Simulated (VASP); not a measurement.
# MgCd3O (Pm-3m) in VASP: further runs

The runs below take MgCd3O through single point, relaxation of cell and atoms, with PBE.

All numbers are computed with VASP 6.6.1; they aren't measurements. Logs are shortened: lines on timing, memory, paths and dates and some standing lists are left out, and cuts for length are marked.

**1. The cell of the first run**

The structure is cubic, space group Pm-3m (No. 221). Conventional cell: a = 5.376 Å, b = 5.376 Å, c = 5.376 Å, α = 90.00°, β = 90.00°, γ = 90.00°. Within 3.5 Å of Mg (site symmetry m-3m) lie 6 Cd at 2.69 Å. Within 3.5 Å of Cd (site symmetry 4/mmm) lie 2 Mg at 2.69 Å. Within 5.0 Å of O (site symmetry m-3m) lie 12 Cd at 3.80 Å and 8 Mg at 4.66 Å.

**2. Single point, PBE**

INCAR reads:

```
SYSTEM = MgCd3O
  ALGO = Normal
  EDIFF = 1E-6
  ENCUT = 600
  GGA = PE
  GGA_COMPAT = .FALSE.
  ISIF = 2
  ISMEAR = 0
  LASPH = .TRUE.
  LCHARG = .FALSE.
  LREAL = .FALSE.
  LWAVE = .FALSE.
  NBANDS = 30
  NELM = 120
  PREC = Accurate
  SIGMA = 0.1
```

KPOINTS reads:

```
k-points
0
G
  4 4 4
  0 0 0
```

POSCAR reads:

```
MgCd3O
1.0
    5.3757863519      0.0000000000      0.0000000000
    0.0000000000      5.3757863519      0.0000000000
    0.0000000000      0.0000000000      5.3757863519
Mg Cd O
1 3 1
Direct
    0.5000000000      0.5000000000      0.5000000000
    0.5000000000      0.0000000000      0.5000000000
    0.5000000000      0.5000000000      0.0000000000
    0.0000000000      0.5000000000      0.5000000000
    0.0000000000      0.0000000000      0.0000000000
```

Potentials or basis: VASP PAW PBE potentials, release 64 (Mg, Cd, O).

Run with:

```console
cat potpaw_PBE.64/Mg/POTCAR potpaw_PBE.64/Cd/POTCAR potpaw_PBE.64/O/POTCAR > POTCAR
mpirun -np 1 vasp_std > vasp.out
```

OUTCAR:

```text
SYSTEM = MgCd3O
   EDIFF = 1E-6
   ENCUT = 600
   GGA = PE
   ISIF = 2
   ISMEAR = 0
   LASPH = .TRUE.
   LREAL = .FALSE.
   NELM = 120
   PREC = Accurate

 ion  position               nearest neighbor table
   1  0.500  0.500  0.500-   2 2.69   3 2.69   4 2.69   3 2.69   2 2.69   4 2.69
   2  0.500  0.000  0.500-   1 2.69   1 2.69
   3  0.500  0.500  0.000-   1 2.69   1 2.69
   4  0.000  0.500  0.500-   1 2.69   1 2.69
   5  0.000  0.000  0.000-

  LATTYP: Found a simple cubic cell.
 ALAT       =     5.3757863519

  Lattice vectors:

 A1 = (   5.3757863519,   0.0000000000,   0.0000000000)
 A2 = (   0.0000000000,   5.3757863519,   0.0000000000)
 A3 = (   0.0000000000,   0.0000000000,   5.3757863519)

Analysis of symmetry for initial positions (statically):
=====================================================================
 Subroutine PRICEL returns:
 Original cell was already a primitive cell.

 Routine SETGRP: Setting up the symmetry group for a
 simple cubic supercell.

 Subroutine GETGRP returns: Found 48 space group operations
 (whereof 48 operations were pure point group operations)
 out of a pool of 48 trial point group operations.

The static configuration has the point symmetry O_h .

Analysis of symmetry for dynamics (positions and initial velocities):
=====================================================================
 Subroutine PRICEL returns:
 Original cell was already a primitive cell.

 Routine SETGRP: Setting up the symmetry group for a
 simple cubic supercell.

 Subroutine GETGRP returns: Found 48 space group operations
 (whereof 48 operations were pure point group operations)
 out of a pool of 48 trial point group operations.

The dynamic configuration has the point symmetry O_h .

 Subroutine INISYM returns: Found 48 space group operations
 (whereof 48 operations are pure point group operations),
 and found     1 'primitive' translations

----------------------------------------------------------------------------------------

                                     Primitive cell

  volume of cell :     155.3553

  direct lattice vectors                    reciprocal lattice vectors
     5.375786352  0.000000000  0.000000000     0.186019297  0.000000000  0.000000000
     0.000000000  5.375786352  0.000000000     0.000000000  0.186019297  0.000000000
     0.000000000  0.000000000  5.375786352     0.000000000  0.000000000  0.186019297

  length of vectors
     5.375786352  5.375786352  5.375786352     0.186019297  0.186019297  0.186019297

  position of ions in fractional coordinates (direct lattice)
     0.500000000  0.500000000  0.500000000
     0.500000000  0.000000000  0.500000000
     0.500000000  0.500000000  0.000000000
     0.000000000  0.500000000  0.500000000
     0.000000000  0.000000000  0.000000000

  ion indices of the primitive-cell ions
   primitive index   ion index
                 1           1
                 2           2
                 3           3
                 4           4
                 5           5

----------------------------------------------------------------------------------------

 KPOINTS: k-points

Automatic generation of k-mesh.
 Grid dimensions read from file:
 generate k-points for:    4    4    4

 Generating k-lattice:

  Cartesian coordinates                     Fractional coordinates (reciprocal lattice)
     0.046504824  0.000000000  0.000000000     0.250000000  0.000000000  0.000000000
     0.000000000  0.046504824  0.000000000     0.000000000  0.250000000  0.000000000
     0.000000000  0.000000000  0.046504824     0.000000000  0.000000000  0.250000000

  Length of vectors
     0.046504824  0.046504824  0.046504824

  Shift w.r.t. Gamma in fractional coordinates (k-lattice)
     0.000000000  0.000000000  0.000000000

 Subroutine IBZKPT returns following result:
 ===========================================

 Found     10 irreducible k-points:

 Following reciprocal coordinates:
            Coordinates               Weight
  0.000000  0.000000  0.000000      1.000000
  0.250000  0.000000  0.000000      6.000000
  0.500000  0.000000  0.000000      3.000000
  0.250000  0.250000  0.000000     12.000000
  0.500000  0.250000  0.000000     12.000000
  0.500000  0.500000  0.000000      3.000000
  0.250000  0.250000  0.250000      8.000000
  0.500000  0.250000  0.250000     12.000000
  0.500000  0.500000  0.250000      6.000000
  0.500000  0.500000  0.500000      1.000000
   k-points           NKPTS =     10   k-points in BZ     NKDIM =     10   number of bands    NBANDS=     30
   number of dos      NEDOS =    301   number of ions     NIONS =      5
   total plane-waves  NPLWV = 110592
   dimension x,y,z NGX =    48 NGY =   48 NGZ =   48
   dimension x,y,z NGXF=    96 NGYF=   96 NGZF=   96
   ions per type =               1   3   1
   NGX,Y,Z   is equivalent  to a cutoff of  14.84, 14.84, 14.84 a.u.
   NGXF,Y,Z  is equivalent  to a cutoff of  29.69, 29.69, 29.69 a.u.
 SYSTEM =  MgCd3O
   PREC   = accura    normal or accurate (medium, high low for compatibility)
   ISTART =      0    job   : 0-new  1-cont  2-samecut
   ICHARG =      2    charge: 1-file 2-atom 10-const
   ISPIN  =      1    spin polarized calculation?
   LNONCOLLINEAR =      F non collinear calculations
   LSORBIT =      F    spin-orbit coupling
   LASPH  =      T    aspherical Exc in radial PAW
   ENCUT  =  600.0 eV  44.10 Ry    6.64 a.u.  10.74 10.74 10.74*2*pi/ulx,y,z
   NELM   =    120;   NELMIN=  2; NELMDL= -5     # of ELM steps
   EDIFF  = 0.1E-05   stopping-criterion for ELM
   LREAL  =      F    real-space projection
   EDIFFG = 0.1E-04   stopping-criterion for IOM
   NSW    =      0    number of steps for IOM
   IBRION =     -1    ionic relax: 0-MD 1-quasi-New 2-CG
   NFREE  =      0    steps in history (QN), initial steepest desc. (CG)
   ISIF   =      2    stress and relaxation
   ISYM   =      2    0-nonsym 1-usesym 2-fastsym
   POTIM  = 0.5000    time-step for ionic-motion
   TEBEG  =    0.0;   TEEND  =   0.0 temperature during run
   PSTRESS=    0.0 pullay stress
   NELECT =      44.0000    total number of electrons
   NUPDOWN=      -1.0000    fix difference up-down
   EMIN   =  10.00;   EMAX   =-10.00  energy-range for DOS
   EFERMI =   0.00;   METHOD = LEGACY
   ISMEAR =     0;   SIGMA  =   0.10  broadening in eV -4-tet -1-fermi 0-gaus
   EFERMI_NEDOS =   21; number of points for ismear=-14 and -15
   IALGO  =     38    algorithm
   IMIX   =      4    mixing-type and parameters
     AMIX     =   0.40;   BMIX     =  1.00
     AMIX_MAG =   1.60;   BMIX_MAG =  1.00
  volume/ion in A,a.u.               =      31.07       209.68
  Fermi-wavevector in a.u.,A,eV,Ry     =   1.075104  2.031652 15.726269  1.155848
  Thomas-Fermi vector in A             =   2.210951
   LORBIT       =      0    0 simple, 1 ext, 2 COOP (PROOUT), +10 PAW based schemes
   GGA     = PE    functional components
   LHFCALC =     F    Hartree Fock is set to
   AEXX    =    0.0000 exact exchange contribution
   IVDW    =     0    specifies the selected vdW correction
   LEPSILON=     F    determine dielectric tensor
   LRPA    =     F    only Hartree local field effects (RPA)
 non-spin polarized calculation
 Gauss-broadening in eV      SIGMA  =   0.10
  energy-cutoff  :      600.00
  volume of cell :      155.36
 maximum number of plane-waves:      5232
 NGX is ok and might be reduce to    48
   NGX = 21   NGY = 21   NGZ = 21

 number of electron      44.0000010 magnetization

 Free energy of the ion-electron system (eV)
  ---------------------------------------------------
  ext. energy  EPLUGINS =         0.00000000
  ---------------------------------------------------
  free energy    TOTEN  =        -5.02328416 eV

  energy without entropy =       -4.97983249  energy(sigma->0) =       -5.00155833

 E-fermi :  -0.6974     XC(G=0):  -8.0119

 val. band max:       -0.6982898243   @ k =   0.2500   0.2500   0.0000
 cond. band min:      -0.6919246223   @ k =   0.5000   0.5000   0.0000
 fundamental gap:      0.0063652020
 Fermi energy:        -0.6973539733

 k-point     1 :       0.0000    0.0000    0.0000
  band No.  band energies     occupation
      1     -15.4346      2.00000
      2      -9.6153      2.00000
      3      -9.1842      2.00000
      4      -9.1842      2.00000
      5      -9.1842      2.00000
      6      -9.0884      2.00000
[... 22 lines left out ...]
     29       4.9750      0.00000
     30       5.9278      0.00000

 k-point     2 :       0.2500    0.0000    0.0000
  band No.  band energies     occupation
      1     -15.4332      2.00000
      2      -9.5421      2.00000
      3      -9.1805      2.00000
      4      -9.1353      2.00000
      5      -9.1353      2.00000
      6      -9.1301      2.00000
[... 22 lines left out ...]
     29       4.5598      0.00000
     30       5.0305      0.00000

 k-point     3 :       0.5000    0.0000    0.0000
  band No.  band energies     occupation
      1     -15.4319      2.00000
      2      -9.4454      2.00000
      3      -9.1949      2.00000
      4      -9.1767      2.00000
      5      -9.0869      2.00000
      6      -9.0110      2.00000
[... 22 lines left out ...]
     29       4.0084      0.00000
     30       5.4927      0.00000

 k-point     4 :       0.2500    0.2500    0.0000
  band No.  band energies     occupation
      1     -15.4321      2.00000
      2      -9.4765      2.00000
      3      -9.1521      2.00000
      4      -9.1491      2.00000
      5      -9.1399      2.00000
      6      -9.1169      2.00000
[... 154 lines left out ...]
     29       6.1429      0.00000
     30       6.2254      0.00000

 k-point     9 :       0.5000    0.5000    0.2500
  band No.  band energies     occupation
      1     -15.4296      2.00000
      2      -9.2811      2.00000
      3      -9.2674      2.00000
      4      -9.2674      2.00000
      5      -9.0329      2.00000
      6      -8.9978      2.00000
[... 22 lines left out ...]
     29       6.3032      0.00000
     30       6.3032      0.00000

 k-point    10 :       0.5000    0.5000    0.5000
  band No.  band energies     occupation
      1     -15.4291      2.00000
      2      -9.2912      2.00000
      3      -9.2912      2.00000
      4      -9.2912      2.00000
      5      -8.9930      2.00000
      6      -8.9930      2.00000
[... 22 lines left out ...]
     29       6.1741      0.00000
     30       8.2240      0.00000

------------------------ aborting loop because EDIFF is reached ----------------------------------------

  FORCE on cell =-STRESS in cart. coord.  units (eV):
  Direction    XX          YY          ZZ          XY          YZ          ZX
  --------------------------------------------------------------------------------------
  -------------------------------------------------------------------------------------
  Total        0.0260477      0.0260477      0.0260477      0.0000000      0.0000000      0.0000000
  in kB        0.2686295      0.2686295      0.2686295      0.0000000      0.0000000      0.0000000
  external PRESSURE =       0.2686295 kB  Pullay stress =       0.0000000 kB

 VOLUME and BASIS-vectors are now :
 -----------------------------------------------------------------------------
  energy-cutoff  :      600.00
  volume of cell :      155.36
      direct lattice vectors                 reciprocal lattice vectors
     5.375786352  0.000000000  0.000000000     0.186019297  0.000000000  0.000000000
     0.000000000  5.375786352  0.000000000     0.000000000  0.186019297  0.000000000
     0.000000000  0.000000000  5.375786352     0.000000000  0.000000000  0.186019297

 POSITION                                       TOTAL-FORCE (eV/Angst)
 -----------------------------------------------------------------------------------
      2.68789      2.68789      2.68789         0.000000      0.000000      0.000000
      2.68789      0.00000      2.68789         0.000000      0.000000      0.000000
      2.68789      2.68789      0.00000         0.000000      0.000000      0.000000
      0.00000      2.68789      2.68789         0.000000      0.000000      0.000000
      0.00000      0.00000      0.00000         0.000000      0.000000      0.000000
 -----------------------------------------------------------------------------------
    total drift:                                0.000000      0.000000     -0.000000

  FREE ENERGIE OF THE ION-ELECTRON SYSTEM (eV)
  ---------------------------------------------------
  free  energy   TOTEN  =        -5.0232841578 eV

  energy  without entropy=       -4.9798324947  energy(sigma->0) =       -5.00155833
```

Wall time 3.2 min (1 thread of Intel Xeon 8259CL, shared host); peak memory 0.34 GiB.

Results:

- Free energy: -5.0233 eV
- Pressure: 0.0 GPa
- Band gap on the k mesh: zero (band 22 reaches -0.69 eV, above the bottom of band 23 at -1.36 eV)

**3. Relaxation of cell and atoms, PBE**

This run uses another cell than the first one, of 19.88 Å³/atom, 0.640 times its volume.

INCAR reads:

```
SYSTEM = MgCd3O
  PREC = Accurate
  ENCUT = 600
  EDIFF = 1E-7
  ISMEAR = 0
  SIGMA = 0.1
  LREAL = .FALSE.
  LASPH = .TRUE.
  NELM = 120
  ALGO = Normal
  ISIF = 3
  LWAVE = .FALSE.
  LCHARG = .FALSE.
  GGA = PE
  IBRION = 2
  NSW = 90
  EDIFFG = -0.04
  GGA_COMPAT = .FALSE.
  NELMIN = 4
```

KPOINTS reads:

```
regular mesh
0
G
  4 4 4
  0 0 0
```

Edit POSCAR of step 2 so:

```diff
@@ -2,5 +2,5 @@
 1.0
-    5.3757863519      0.0000000000      0.0000000000
-    0.0000000000      5.3757863519      0.0000000000
-    0.0000000000      0.0000000000      5.3757863519
+    4.6321863100      0.0000000000      0.0000000000
+    0.0000000000      4.6321863100      0.0000000000
+    0.0000000000      0.0000000000      4.6321863100
 Mg Cd O
```

Potentials or basis: VASP PAW PBE potentials, release 64 (Mg, Cd, O).

Run with:

```console
cat potpaw_PBE.64/Mg/POTCAR potpaw_PBE.64/Cd/POTCAR potpaw_PBE.64/O/POTCAR > POTCAR
mpirun -np 1 vasp_std > vasp.out
```

OUTCAR:

```text
SYSTEM = MgCd3O
   PREC = Accurate
   ENCUT = 600
   EDIFF = 1E-7
   ISMEAR = 0
   LREAL = .FALSE.
   LASPH = .TRUE.
   NELM = 120
   ISIF = 3
   GGA = PE
   IBRION = 2
   NSW = 90
   EDIFFG = -0.04
   NELMIN = 4

 ion  position               nearest neighbor table
   1  0.500  0.500  0.500-   2 2.32   3 2.32   4 2.32   3 2.32   2 2.32   4 2.32
   2  0.500  0.000  0.500-   1 2.32   1 2.32   4 3.28   3 3.28   3 3.28   3 3.28   4 3.28   3 3.28
                             4 3.28   4 3.28
   3  0.500  0.500  0.000-   1 2.32   1 2.32   4 3.28   2 3.28   2 3.28   4 3.28   2 3.28   2 3.28
                             4 3.28   4 3.28
   4  0.000  0.500  0.500-   1 2.32   1 2.32   3 3.28   3 3.28   2 3.28   2 3.28   2 3.28   3 3.28
                             3 3.28   2 3.28
   5  0.000  0.000  0.000-

  LATTYP: Found a simple cubic cell.
 ALAT       =     4.6321863100

  Lattice vectors:

[... 175 lines left out ...]
 val. band max:        1.7156597482   @ k =   0.5000   0.5000   0.0000
 cond. band min:       1.8248984970   @ k =   0.5000   0.5000   0.0000
 fundamental gap:      0.1092387488
 Fermi energy:         1.7554929399

 k-point     1 :       0.0000    0.0000    0.0000
  band No.  band energies     occupation
      1     -13.5203      2.00000
      2      -8.9767      2.00000
      3      -8.0806      2.00000
      4      -8.0806      2.00000
      5      -8.0806      2.00000
      6      -7.6536      2.00000
[... 434 lines left out ...]
--------------------------------------- Ionic step        5  -------------------------------------------

 number of electron      43.9999979 magnetization

 Free energy of the ion-electron system (eV)
  ---------------------------------------------------
  ext. energy  EPLUGINS =         0.00000000
  ---------------------------------------------------
  free energy    TOTEN  =        -4.98411137 eV

  energy without entropy =       -4.94193318  energy(sigma->0) =       -4.96302228

 E-fermi :  -0.6533     XC(G=0):  -8.0679

 val. band max:       -0.6983164219   @ k =   0.2500   0.2500   0.2500
 cond. band min:      -0.6527637885   @ k =   0.2500   0.2500   0.0000
 fundamental gap:      0.0455526334
 Fermi energy:        -0.6532879780

 k-point     1 :       0.0000    0.0000    0.0000
  band No.  band energies     occupation
      1     -15.3950      2.00000
      2      -9.5945      2.00000
      3      -9.1509      2.00000
      4      -9.1509      2.00000
      5      -9.1509      2.00000
      6      -9.0499      2.00000
[... 311 lines left out ...]
  FREE ENERGIE OF THE ION-ELECTRON SYSTEM (eV)
  ---------------------------------------------------
  free  energy   TOTEN  =        -4.9841113747 eV

  energy  without entropy=       -4.9419331801  energy(sigma->0) =       -4.96302228

 reached required accuracy - stopping structural energy minimisation
```

OSZICAR:

```text
N       E                     dE             d eps       ncg     rms          rms(c)
DAV:   1     0.346675809881E+03    0.34668E+03   -0.24346E+04   520   0.181E+03
DAV:   2     0.135307641005E+02   -0.33315E+03   -0.32425E+03   548   0.428E+02
DAV:   3    -0.726088186462E+01   -0.20792E+02   -0.20320E+02   552   0.967E+01
[... 77 lines left out ...]
DAV:   9    -0.498411039760E+01    0.13595E-04   -0.13029E-04   542   0.318E-02    0.100E-02
DAV:  10    -0.498411152801E+01   -0.11304E-05   -0.31687E-06   536   0.767E-03    0.545E-03
DAV:  11    -0.498411139519E+01    0.13282E-06   -0.18964E-06   394   0.455E-03    0.261E-03
DAV:  12    -0.498411138820E+01    0.69904E-08   -0.14785E-06   464   0.241E-03    0.158E-03
DAV:  13    -0.498411137469E+01    0.13510E-07   -0.38069E-07   324   0.111E-03
   5 F= -.49841114E+01 E0= -.49630223E+01  d E =-.206037E+01
```

It took 6.3 min on 1 thread of Intel Xeon 8259CL, shared host; peak memory 0.26 GiB.

What came out:

| Property | Result |
| --- | --- |
| Free energy | -4.9841 eV |
| Relaxed volume | 30.66 Å³/atom |
| Relaxed cell | a = 5.352 Å, b = 5.352 Å, c = 5.352 Å, α = 90.00°, β = 90.00°, γ = 90.00° |
| Space group after relaxing (to 0.05 Å) | Pm-3m (No. 221) |
| Energy gained by relaxing | 412.1 meV/atom |
| Ionic steps | 5 |
| Pressure after relaxing | 0.0 GPa |
| Band gap on the k mesh | zero (band 22 reaches -0.65 eV, above the bottom of band 23 at -1.34 eV) |

The path:
| step | energy change (eV) | largest force (eV/Å) | pressure (GPa) | volume (Å³) |
| --- | --- | --- | --- | --- |
| 1 | 0.0000 | 0.0000 | 18.87 | 99.39 |
| 2 | -1.9488 | 0.0000 | 2.35 | 137.03 |
| 3 | -2.0388 | 0.0000 | 0.97 | 145.84 |
| 4 | -2.0130 | 0.0000 | -1.25 | 164.57 |
| 5 | -2.0604 | 0.0000 | -0.03 | 153.30 |

Final structure:
```
Mg Cd O
1.0
     5.35194    0.00000    0.00000
     0.00000    5.35194    0.00000
     0.00000    0.00000    5.35194
Mg Cd O
1 3 1
Direct
  0.50000 0.50000 0.50000
  0.50000 0.00000 0.50000
  0.50000 0.50000 0.00000
  0.00000 0.50000 0.50000
  0.00000 0.00000 0.00000
```

Caveat: the volume moved by over 15 % at a fixed basis, so the end points are rough.
